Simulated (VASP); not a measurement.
# Al13Si3C3N13 (P1) in VASP: single point with HSE06

Aim: the single point of Al13Si3C3N13 with HSE06.

Everything below comes from runs of VASP 6.6.1. Logs are shortened: lines on timing, memory, paths and dates and some standing lists are left out, and cuts for length are marked.

**1. The cell of the first run**

The typed cell holds 96 atoms: a = 9.319 Å, b = 10.796 Å, c = 10.007 Å, α = 90.00°, β = 90.00°, γ = 90.00°.

**2. Single point, HSE06**

The input, POSCAR:

```
Al13Si3C3N13
1.0
    9.3189420000      0.0000000000      0.0000000000
    0.0000000000     10.7963580000      0.0000000000
    0.0000000000      0.0000000000     10.0069810000
Al Si C N
39 9 9 39
Direct
    0.1674690000      0.0834840000      0.2495380000
    0.1658170000      0.0841070000      0.7483090000
    0.9977620000      0.3365710000      0.2486830000
    0.0012510000      0.3326290000      0.7474000000
    0.4998910000      0.0830740000      0.7501330000
    0.3310650000      0.3351200000      0.2417880000
    0.3327350000      0.3356310000      0.7454910000
    0.1713570000      0.5886490000      0.2483110000
    0.1651570000      0.5848990000      0.7495820000
    0.0008800000      0.8313440000      0.7500890000
    0.8348470000      0.0800550000      0.2464350000
    0.8354830000      0.0839680000      0.7476710000
    0.6691630000      0.3341840000      0.2498460000
    0.6660390000      0.3338550000      0.7488230000
    0.4997770000      0.5856880000      0.2466550000
    0.5026510000      0.5802790000      0.7495250000
    0.3322380000      0.8310500000      0.2507890000
    0.8325080000      0.5830350000      0.2449370000
    0.8347690000      0.5853360000      0.7459230000
    0.6674610000      0.8314580000      0.2480020000
    0.6652840000      0.8286950000      0.7516910000
    0.0010540000      0.1670010000      0.4992730000
    0.3349710000      0.1668610000      0.9992980000
    0.1655010000      0.4180370000      0.5005520000
    0.1646750000      0.4192440000      0.9997480000
    0.9996390000      0.6654940000      0.5000760000
    0.0014120000      0.6678780000      0.9979270000
    0.6690430000      0.1665880000      0.5026890000
    0.6631360000      0.1663830000      0.9999300000
    0.5003220000      0.4172270000      0.5007380000
    0.3338500000      0.6625160000      0.9949450000
    0.1682710000      0.9164040000      0.5031330000
    0.1655550000      0.9161930000      0.9992220000
    0.8340740000      0.4164980000      0.0001740000
    0.6675820000      0.6657000000      0.5022650000
    0.6694950000      0.6634070000      0.0002930000
    0.4998030000      0.9139150000      0.5021650000
    0.4989770000      0.9165650000      0.9991090000
    0.8352580000      0.9148540000      0.9950210000
    0.4976020000      0.0841000000      0.2516070000
    0.9990770000      0.8342810000      0.2479290000
    0.3341220000      0.8324260000      0.7477240000
    0.0007140000      0.1673880000      0.0005340000
    0.3314890000      0.1691380000      0.4990720000
    0.5000870000      0.4159000000      0.9987470000
    0.3345850000      0.6668070000      0.5011580000
    0.8346190000      0.4177320000      0.5003300000
    0.8305060000      0.9179210000      0.5026390000
    0.0008700000      0.1671920000      0.1833050000
    0.0018670000      0.1667720000      0.6878000000
    0.3369330000      0.6709280000      0.1841440000
    0.3360720000      0.6749860000      0.6851690000
    0.8312030000      0.9140630000      0.6818050000
    0.3338050000      0.3251060000      0.4379480000
    0.3405150000      0.3359330000      0.9433740000
    0.8333940000      0.5749610000      0.4403430000
    0.8367430000      0.5815270000      0.9386870000
    0.3439080000      0.1569880000      0.1915430000
    0.3370300000      0.1626520000      0.6778130000
    0.1615990000      0.4221670000      0.1913000000
    0.1648800000      0.4204580000      0.6894220000
    0.0006800000      0.6800770000      0.1956340000
    0.0030400000      0.6691000000      0.6862120000
    0.6549300000      0.1598420000      0.1963340000
    0.6624040000      0.1666380000      0.6904700000
    0.5055370000      0.4156140000      0.1807540000
    0.5031670000      0.4160450000      0.6878300000
    0.1581320000      0.9130620000      0.1949240000
    0.1782650000      0.9129390000      0.6931090000
    0.8309020000      0.4151550000      0.1882990000
    0.8315980000      0.4150460000      0.6796720000
    0.6664650000      0.6692890000      0.1912560000
    0.6637380000      0.6660220000      0.6897750000
    0.4998200000      0.9287990000      0.1957680000
    0.4906940000      0.9148640000      0.6921740000
    0.8410180000      0.9097080000      0.1900250000
    0.1793990000      0.0818890000      0.4410300000
    0.1615380000      0.0849560000      0.9436990000
    0.9897480000      0.3370110000      0.4410610000
    0.9982960000      0.3229420000      0.9412930000
    0.4927120000      0.0836410000      0.4345630000
    0.4999270000      0.0801330000      0.9386730000
    0.1764230000      0.5912990000      0.4425260000
    0.1656700000      0.5847580000      0.9378800000
    0.9926670000      0.8422610000      0.4301910000
    0.0032500000      0.8362340000      0.9399540000
    0.8298810000      0.0728340000      0.4368380000
    0.8378200000      0.0876520000      0.9464290000
    0.6766900000      0.3337680000      0.4420600000
    0.6598070000      0.3337340000      0.9434010000
    0.4919130000      0.5885680000      0.4417230000
    0.5032590000      0.5728650000      0.9411920000
    0.3337300000      0.8272800000      0.4426490000
    0.3336720000      0.8362920000      0.9278160000
    0.6726430000      0.8399850000      0.4391800000
    0.6633180000      0.8346070000      0.9442280000
```

The input, INCAR.step1:

```
SYSTEM = Al13Si3C3N13
PREC = Accurate
ENCUT = 520
EDIFF = 1E-5
ISMEAR = -1
SIGMA = 0.05
LREAL = Auto
LASPH = .True.
NELM = 100
ALGO = Normal
ISIF = 2
LWAVE = .True.
LCHARG = .False.
NBANDS = 246
GGA = PE
LUSENCCL = .False.
```

The input, INCAR.step2:

```
SYSTEM = Al13Si3C3N13
PREC = Accurate
ENCUT = 520
EDIFF = 1E-6
ISMEAR = -1
SIGMA = 0.05
LREAL = Auto
LASPH = .True.
NELM = 100
ALGO = Normal
ISIF = 2
LWAVE = .False.
LCHARG = .False.
GGA = PE
LHFCALC = .True.
HFSCREEN = 0.2079
PRECFOCK = Fast
NBANDS = 246
ISTART = 1
LUSENCCL = .False.
```

The input, KPOINTS:

```
Automatic mesh
0
Gamma
  1 1 1
  0 0 0
```

Potentials or basis: VASP PAW PBE potentials, release 64 (Al, Si, C, N).

The run is started by

```
cat potpaw_PBE.64/Al/POTCAR potpaw_PBE.64/Si/POTCAR potpaw_PBE.64/C/POTCAR potpaw_PBE.64/N/POTCAR > POTCAR
cp INCAR.step1 INCAR
mpirun -np 1 vasp_gam > vasp.out
cp INCAR.step2 INCAR
mpirun -np 1 vasp_gam > vasp.out
```

OUTCAR:

```text
SYSTEM = Al13Si3C3N13
   PREC = Accurate
   ENCUT = 520
   EDIFF = 1E-6
   ISMEAR = -1
   LREAL = Auto
   LASPH = .True.
   NELM = 100
   ISIF = 2
   GGA = PE
   LHFCALC = .True.
   HFSCREEN = 0.2079
   PRECFOCK = Fast
   ISTART = 1

 ion  position               nearest neighbor table
   1  0.167  0.083  0.250-  49 1.91  58 1.92  77 1.92  68 1.92  44 3.07  43 3.07  22 3.08  40 3.08
                            23 3.09  33 3.09  11 3.10  32 3.11  41 3.11   6 3.12  17 3.13   3 3.16
   2  0.166  0.084  0.748-  50 1.87  69 1.93  59 1.94  78 1.96  32 3.05  22 3.06  44 3.07  12 3.08
                            43 3.09   4 3.09  33 3.10  23 3.10   5 3.11   7 3.13  10 3.13  42 3.14
   3  0.998  0.337  0.249-  70 1.87  60 1.87  79 1.93  49 1.94  34 3.04  13 3.06  47 3.07  25 3.07
                            18 3.07  43 3.08  24 3.09  22 3.10   6 3.11   1 3.16  11 3.16   8 3.17
   4  0.001  0.333  0.747-  61 1.89  50 1.89  71 1.94  80 1.94  24 3.05  22 3.06  47 3.06   7 3.09
                             2 3.09  25 3.09  12 3.10  43 3.10  34 3.11   9 3.12  14 3.12  19 3.14
   5  0.500  0.083  0.750-  65 1.86  82 1.89  59 1.89  75 1.91  29 3.06  23 3.07  28 3.07  38 3.07
                            37 3.08  44 3.10   2 3.11  42 3.12  14 3.12  12 3.13   7 3.14  21 3.15
   6  0.331  0.335  0.242-  60 1.91  66 1.94  54 1.97  58 1.99  25 3.02  45 3.03  23 3.03   3 3.11
                             1 3.12   8 3.12  40 3.12  15 3.13  44 3.14  24 3.14  13 3.15  30 3.16
   7  0.333  0.336  0.745-  61 1.90  67 1.90  55 1.98  59 1.99  30 3.04  24 3.04  44 3.05  16 3.08
                             4 3.09  45 3.10  14 3.11   9 3.11  25 3.12  23 3.13   2 3.13   5 3.14
   8  0.171  0.589  0.248-  60 1.89  51 1.89  83 1.94  62 1.94  17 3.02  31 3.06  15 3.06  46 3.07
                            27 3.09  25 3.09  26 3.10  41 3.10   6 3.12  24 3.13  18 3.16   3 3.17
   9  0.165  0.585  0.750-  63 1.87  61 1.87  84 1.88  52 1.97  31 3.03  27 3.05  26 3.06  10 3.07
[... 125 lines left out ...]
  95  0.673  0.840  0.439-  48 1.81  37 1.90  20 1.92  35 1.99
  96  0.663  0.835  0.944-  38 1.85  39 1.89  21 1.93  36 1.93

  LATTYP: Found a simple orthorhombic cell.
 ALAT       =     9.3189420000
 B/A-ratio  =     1.0738323084
 C/A-ratio  =     1.1585390273

  Lattice vectors:

 A1 = (  -9.3189420000,   0.0000000000,   0.0000000000)
 A2 = (   0.0000000000,   0.0000000000,  10.0069810000)
 A3 = (   0.0000000000,  10.7963580000,   0.0000000000)

Analysis of symmetry for initial positions (statically):
=====================================================================
 Subroutine PRICEL returns:
 Original cell was already a primitive cell.

 Routine SETGRP: Setting up the symmetry group for a
 simple orthorhombic supercell.

 Subroutine GETGRP returns: Found  1 space group operations
 (whereof  1 operations were pure point group operations)
 out of a pool of  8 trial point group operations.

The static configuration has the point symmetry C_1 .

Analysis of symmetry for dynamics (positions and initial velocities):
=====================================================================
 Subroutine PRICEL returns:
 Original cell was already a primitive cell.

 Routine SETGRP: Setting up the symmetry group for a
 simple orthorhombic supercell.

[... 240 lines left out ...]
   ISPIN  =      1    spin polarized calculation?
   LNONCOLLINEAR =      F non collinear calculations
   LSORBIT =      F    spin-orbit coupling
   LASPH  =      T    aspherical Exc in radial PAW
   ENCUT  =  520.0 eV  38.22 Ry    6.18 a.u.  17.33 20.07 18.61*2*pi/ulx,y,z
   NELM   =    100;   NELMIN=  2; NELMDL=  0     # of ELM steps
   EDIFF  = 0.1E-05   stopping-criterion for ELM
   LREAL  =      T    real-space projection
   EDIFFG = 0.1E-04   stopping-criterion for IOM
   NSW    =      0    number of steps for IOM
   IBRION =     -1    ionic relax: 0-MD 1-quasi-New 2-CG
   NFREE  =      0    steps in history (QN), initial steepest desc. (CG)
   ISIF   =      2    stress and relaxation
   ISYM   =      3    0-nonsym 1-usesym 2-fastsym
   POTIM  = 0.5000    time-step for ionic-motion
   TEBEG  =    0.0;   TEEND  =   0.0 temperature during run
   PSTRESS=    0.0 pullay stress
   NELECT =     384.0000    total number of electrons
   NUPDOWN=      -1.0000    fix difference up-down
   EMIN   =  10.00;   EMAX   =-10.00  energy-range for DOS
   EFERMI =   0.00;   METHOD = LEGACY
   ISMEAR =    -1;   SIGMA  =   0.05  broadening in eV -4-tet -1-fermi 0-gaus
   EFERMI_NEDOS =   21; number of points for ismear=-14 and -15
   IALGO  =     38    algorithm
   IMIX   =      1    mixing-type and parameters
     AMIX     =   0.40;   BMIX     =  1.00
     AMIX_MAG =   1.60;   BMIX_MAG =  1.00
  volume/ion in A,a.u.               =      10.49        70.77
  Fermi-wavevector in a.u.,A,eV,Ry     =   1.187234  2.243547 19.177740  1.409524
  Thomas-Fermi vector in A             =   2.323389
   LORBIT       =      0    0 simple, 1 ext, 2 COOP (PROOUT), +10 PAW based schemes
   GGA     = PE    functional components
   LHFCALC =     T    Hartree Fock is set to
   PRECFOCK=fast      Normal, Fast or Accurate (Low or Medium for compatibility)
   ENCUT4O =  -1.0   cutoff for four orbital integrals eV
   NKREDX  =     1    reduce k-point grid by
   NKREDY  =     1    reduce k-point grid by
   NKREDZ  =     1    reduce k-point grid by
   AEXX    =    0.2500 exact exchange contribution
   HFSCREEN=    0.2079 screening length (either q_TF or 0.3 A-1)
   HFSCREENC=   0.2079 screening length for correlation (either q_TF or 0.3 A-1)
   ENCUTFOCK=  -1.0 apply spherical cutoff to Coloumb kernel
   IVDW    =     0    specifies the selected vdW correction
   LEPSILON=     F    determine dielectric tensor
   LRPA    =     F    only Hartree local field effects (RPA)
 non-spin polarized calculation
  energy-cutoff  :      520.00
  volume of cell :     1006.81
 maximum number of plane-waves:     13580
 NGX is ok and might be reduce to    70
  NGX = 36; NGY = 42; NGZ = 40

 number of electron     383.9999994 magnetization

 Free energy of the ion-electron system (eV)
  ---------------------------------------------------
  ext. energy  EPLUGINS =         0.00000000
  ---------------------------------------------------
  free energy    TOTEN  =      -825.39532522 eV

  energy without entropy =     -825.39532522  energy(sigma->0) =     -825.39532522

 E-fermi :   7.7731     XC(G=0):  -9.0443

 val. band max:        6.5541301781   @ k =   0.0000   0.0000   0.0000
 cond. band min:      11.0367135930   @ k =   0.0000   0.0000   0.0000
 fundamental gap:      4.4825834150
 Fermi energy:         7.7731260899

 k-point     1 :       0.0000    0.0000    0.0000
  band No.  band energies     occupation
      1     -12.2221      2.00000
      2     -11.6771      2.00000
      3     -11.2833      2.00000
      4     -11.1207      2.00000
      5     -11.0417      2.00000
      6     -10.8652      2.00000
[... 196 lines left out ...]
    203      12.1732      0.00000
    204      12.2164      0.00000
 [bands above 204 left out]

------------------------ aborting loop because EDIFF is reached ----------------------------------------

  FORCE on cell =-STRESS in cart. coord.  units (eV):
  Direction    XX          YY          ZZ          XY          YZ          ZX
  --------------------------------------------------------------------------------------
  -------------------------------------------------------------------------------------
  Total       -7.2439231    -16.9360634    -15.2855062      0.2917147     -0.8749218      1.4911179
  in kB      -11.5275616    -26.9510750    -24.3244734      0.4642179     -1.3923002      2.3728791
  external PRESSURE =     -20.9343700 kB  Pullay stress =       0.0000000 kB

 VOLUME and BASIS-vectors are now :
 -----------------------------------------------------------------------------
  energy-cutoff  :      520.00
  volume of cell :     1006.81
      direct lattice vectors                 reciprocal lattice vectors
     9.318942000  0.000000000  0.000000000     0.107308319  0.000000000  0.000000000
     0.000000000 10.796358000  0.000000000     0.000000000  0.092623827  0.000000000
     0.000000000  0.000000000 10.006981000     0.000000000  0.000000000  0.099930239

 POSITION                                       TOTAL-FORCE (eV/Angst)
 -----------------------------------------------------------------------------------
      1.56063      0.90132      2.49712         0.014974      0.048023     -0.038146
      1.54524      0.90805      7.48831        -0.049623      0.073607     -0.063633
      9.29809      3.63374      2.48857        -0.014273      0.048599     -0.063404
      0.01166      3.59118      7.47922         0.023421     -0.032708     -0.059844
      4.65846      0.89690      7.50657         0.004852      0.057667     -0.021938
      3.08518      3.61808      2.41957        -0.012413      0.061535      0.019788
[... 88 lines left out ...]
      6.26832      9.06878      4.39487         0.012802      0.116266      0.066190
      6.18142      9.01072      9.44887        -0.017502      0.074777      0.044829
 -----------------------------------------------------------------------------------
    total drift:                                0.032168     -0.020224      0.067910

  FREE ENERGIE OF THE ION-ELECTRON SYSTEM (eV)
  ---------------------------------------------------
  free  energy   TOTEN  =      -825.3953252246 eV

  energy  without entropy=     -825.3953252245  energy(sigma->0) =     -825.39532522
```

Run time: 8.9 min. Hardware: 1 × NVIDIA H100 80GB with 1 thread of Intel Xeon Platinum 8481C at 2.70GHz (Sapphire Rapids), shared host; peak memory 1.7 GiB.

Results:

```
Free energy            : -825.3953 eV
Pressure               : -2.1 GPa
Largest force          : 0.224 eV/Å
Band gap on the k mesh : 4.48 eV
```

Forces in eV/Å, atoms in the order of the input:
```
Al   0.015  0.048 -0.038
Al  -0.050  0.074 -0.064
Al  -0.014  0.049 -0.063
Al   0.023 -0.033 -0.060
Al   0.005  0.058 -0.022
Al  -0.012  0.062  0.020
Al   0.014  0.098 -0.028
Al   0.052  0.022 -0.055
Al  -0.054  0.011 -0.019
Al  -0.020 -0.007 -0.019
Al   0.023  0.036 -0.009
Al   0.044  0.048 -0.083
Al   0.036  0.087 -0.054
Al  -0.036  0.041 -0.074
Al  -0.019  0.104 -0.081
Al   0.059  0.017 -0.051
Al  -0.028 -0.064 -0.028
Al  -0.049  0.021 -0.004
Al  -0.008  0.063  0.003
Al   0.055 -0.002 -0.018
Al   0.038  0.004 -0.038
Al  -0.011  0.004  0.073
Al   0.017 -0.019 -0.032
Al   0.014 -0.065  0.015
Al   0.040 -0.023 -0.007
Al   0.016 -0.104  0.033
Al  -0.011 -0.068 -0.101
Al   0.042 -0.007 -0.003
Al  -0.018 -0.043 -0.065
Al  -0.030 -0.046  0.025
Al  -0.056 -0.094  0.043
Al   0.055  0.001 -0.044
Al  -0.084 -0.043 -0.079
Al  -0.009  0.019  0.001
Al   0.002 -0.090  0.014
Al   0.044 -0.062 -0.027
Al  -0.020 -0.052 -0.033
Al   0.046  0.003 -0.091
Al   0.028 -0.063 -0.035
Si  -0.027  0.035 -0.091
Si  -0.018  0.012 -0.047
Si  -0.009  0.073 -0.008
Si  -0.028  0.020 -0.008
Si  -0.047  0.007 -0.008
Si   0.003 -0.024 -0.035
Si  -0.023 -0.060 -0.075
Si   0.014 -0.030 -0.027
Si  -0.046  0.022 -0.014
C   -0.015 -0.074 -0.025
C    0.017 -0.076  0.012
C   -0.014 -0.042  0.042
C   -0.004  0.038 -0.010
C   -0.002 -0.035 -0.078
C    0.014 -0.071  0.067
C    0.056  0.087  0.075
C    0.000 -0.030  0.070
C   -0.021  0.086  0.060
N    0.107 -0.182  0.078
N    0.019 -0.083 -0.089
N    0.006 -0.056  0.027
N   -0.001 -0.040  0.012
N   -0.001  0.126  0.096
N    0.009 -0.050  0.000
N   -0.094 -0.132  0.089
N   -0.034 -0.047  0.037
N    0.003 -0.052 -0.065
N    0.017 -0.047  0.004
N   -0.058 -0.102  0.067
N    0.097 -0.110  0.054
N   -0.020 -0.079  0.022
N   -0.013 -0.060 -0.094
N    0.010 -0.064  0.053
N   -0.016 -0.053  0.014
N    0.012  0.101  0.061
N   -0.099 -0.106  0.029
N    0.035 -0.098  0.066
N    0.059  0.075  0.061
N   -0.007  0.067  0.068
N   -0.063  0.142  0.061
N   -0.016 -0.074  0.059
N    0.002  0.069 -0.067
N    0.009  0.022  0.013
N    0.076  0.161  0.087
N    0.037  0.086  0.029
N    0.013  0.074 -0.053
N    0.005  0.061  0.035
N   -0.033 -0.073  0.038
N    0.029  0.108  0.079
N    0.046  0.084  0.062
N   -0.047  0.070  0.068
N   -0.057  0.145  0.075
N   -0.028 -0.059  0.052
N    0.001 -0.027  0.044
N    0.010  0.093 -0.085
N    0.013  0.116  0.066
N   -0.018  0.075  0.045
```

Stress tensor (GPa, compression positive):
```
-1.15  0.05  0.24
 0.05 -2.70 -0.14
 0.24 -0.14 -2.43
```

Levels at points of the mesh, in eV from the valence-band top:
```csv
k point,band 188,band 189,band 190,band 191,band 192,band 193,band 194,band 195,band 196,band 197
"(0.00, 0.00, 0.00)",-0.43,-0.40,-0.28,-0.08,0.00,4.48,4.70,4.73,4.88,5.09
```

Caveat: the k points lie up to 0.67 Å⁻¹ apart; the PAW data sets were made with another functional, which shifts forces and pressure a little.
